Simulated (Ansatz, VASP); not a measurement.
## MgO: VASP beside Ansatz

```
CELL_PARAMETERS angstrom
0.00000 2.08032 2.08032
2.08032 0.00000 2.08032
2.08032 2.08032 0.00000
ATOMIC_POSITIONS crystal
Mg 0.00000 0.00000 0.00000
O 0.50000 0.50000 0.50000
```

Alike in both runs: functional LDA; k mesh 10 × 10 × 10; occupations gaussian, width 0.02 eV; no spin polarisation.

Ansatz relaxed the structure, and its values are those at the end. VASP's run is a single point on that final structure, the one shown.

```csv
,VASP,Ansatz
version,VASP 6.6.1,Ansatz 0.2.0
potentials or method,"VASP PAW LDA potentials, release 64 (Mg, O), cutoff 600 eV","scalar-relativistic, plane waves, PAW"
valence electrons in the cell,8,16
```

|  | VASP | Ansatz | Ansatz less VASP |
| --- | --- | --- | --- |
| gap on the k mesh at the Fermi level (eV) | 5.03 | 5.03 | +0.003 |
| least direct gap on the mesh (eV) | 5.03 | 5.03 | +0.003 |
| pressure (GPa) | -2.1 | 0.0 | +2.13 |

Ansatz warns that its potentials were made for another functional, while VASP's fit it. LDA's correlation is that of Perdew and Zunger in VASP and of Perdew and Wang (1992) in Ansatz. VASP's potentials hold 8 valence electrons a cell and Ansatz's 16, so a difference there can come from the potentials and not from the codes.
